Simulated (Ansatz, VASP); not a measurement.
# One calculation of Sn3Se2, two programs

```
Sn Se
1.0
     3.99918    0.00000    0.00000
    -1.99959    3.46339    0.00000
     0.00000    0.00000    9.99531
Sn Se
3 2
Direct
  0.00000 0.00000 0.00000
  0.33333 0.66667 0.61974
  0.66667 0.33333 0.38026
  0.33333 0.66667 0.19396
  0.66667 0.33333 0.80604
```

Alike in both runs: functional PBE; k mesh 12 × 12 × 4; occupations gaussian, width 0.1 eV; no spin polarisation.

Ansatz relaxed the structure, and its values are those at the end. VASP's run is a single point on that final structure, the one shown.

|  | VASP | Ansatz |
| --- | --- | --- |
| version | VASP 6.6.1 | Ansatz 0.2.0 |
| potentials or method | VASP PAW PBE potentials, release 64 (Sn_d, Se), cutoff 520 eV | scalar-relativistic, plane waves, PAW |
| valence electrons in the cell | 54 | 74 |

|  | VASP | Ansatz | Ansatz less VASP |
| --- | --- | --- | --- |
| gap on the k mesh at the Fermi level (eV) | none | none | - |
| pressure (GPa) | 0.0 | 0.0 | +0.01 |

A gap of «none» marks a metal or a gap that the smearing closes. VASP's potentials hold 54 valence electrons a cell and Ansatz's 74, so a difference there can come from the potentials and not from the codes.
